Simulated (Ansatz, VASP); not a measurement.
# One calculation of PbO2, two programs

```xyz
3
Lattice="0.0000 2.3858 2.3858 2.3858 0.0000 2.3858 2.3858 2.3858 0.0000" Properties=species:S:1:pos:R:3 pbc="T T T"
Pb    0.0000    0.0000    0.0000
O     1.1929    1.1929    1.1929
O     3.5787    3.5787    3.5787
```

Change from the starting cell: volume scaled by 0.8, LAPW.

Alike in both runs: task single point; functional PBE; k mesh 9 × 9 × 9; occupations fermi-dirac, width 0.03 eV; no spin polarisation.

|  | VASP | Ansatz |
| --- | --- | --- |
| version | VASP 6.6.1 | Ansatz 0.2.0 |
| potentials or method | VASP PAW PBE potentials, release 64 (Pb_d, O), cutoff 520 eV | all-electron LAPW, scalar-relativistic |

|  | VASP | Ansatz | Ansatz less VASP |
| --- | --- | --- | --- |
| pressure (GPa) | 127.3 | 126.2 | -1.07 |

Both programs put the cell under a high pressure, so it lies far from rest at this level. Ansatz ran all-electron here, and VASP with PAW potentials.

Neither program's run includes spin-orbit coupling. Noted on VASP's run: the cell as given lies far from equilibrium.
